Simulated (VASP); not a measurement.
HfTa: single point with PBE

Crystal: HfTa.

```
Hf Ta
1.0
     2.54753   -5.29709    0.00000
     2.54753    5.29709    0.00000
     0.00000    0.00000    3.08666
Hf Ta
2 2
Direct
  0.62258 0.37742 0.25000
  0.37742 0.62258 0.75000
  0.89189 0.10811 0.25000
  0.10811 0.89189 0.75000
```

| Item | Value |
| --- | --- |
| Program | VASP 6.6.1 |
| Task | single point |
| Functional | PBE |
| Potentials or basis | VASP PAW PBE potentials, release 64 (Hf_pv, Ta_pv) |
| Cutoff | 520 eV |
| k mesh | 4 × 4 × 4 |
| Occupations | gaussian, width 0.1 eV |
| Spin | no spin polarisation |
| Dipole correction | no |
| Further INCAR settings | ALGO = Fast; EDIFF = 1e-06; NBANDS = 29 |

```yaml
Pressure: -0.2 GPa
Largest_force: 0.012 eV/Å
Band_gap_on_the_k_mesh: zero (band 21 reaches 5.62 eV, above the bottom of band 22 at 4.27 eV)
```

Forces on the atoms (eV/Å):
```
Hf   0.000  0.012  0.000
Hf   0.000 -0.012  0.000
Ta   0.000 -0.010  0.000
Ta   0.000  0.010  0.000
```

Stress tensor (GPa, compression positive):
```
-0.20  0.00  0.00
 0.00 -0.29  0.00
 0.00  0.00 -0.19
```

Levels at points of the mesh, in eV from the Fermi level:
| k point | band 20 | band 21 | band 22 | band 23 | band 24 | band 25 |
| --- | --- | --- | --- | --- | --- | --- |
| (0.00, 0.00, 0.00) | 0.25 | 0.29 | 0.38 | 0.69 | 1.30 | 1.85 |
| (0.50, 0.00, 0.00) | -0.06 | 0.42 | 0.67 | 0.75 | 1.21 | 1.59 |
| (0.50, 0.50, 0.00) | 0.35 | 0.66 | 0.80 | 0.93 | 1.74 | 2.12 |
| (0.00, 0.00, 0.50) | -0.84 | -0.29 | -0.29 | 1.39 | 1.39 | 1.81 |
| (0.50, 0.00, 0.50) | -1.33 | 0.61 | 0.61 | 1.49 | 1.49 | 2.46 |
| (0.50, 0.50, 0.50) | -0.67 | -0.41 | -0.41 | 0.89 | 0.89 | 1.13 |

Wall time 44 s on 1 thread of Intel(R) Xeon(R) Platinum 8375C CPU @ 2.90GHz (Ice Lake), on a shared host, peak memory 0.24 GiB.

Caveat: the k points lie up to 0.51 Å⁻¹ apart; spin-orbit coupling is left out, which moves the levels of the heavy elements.
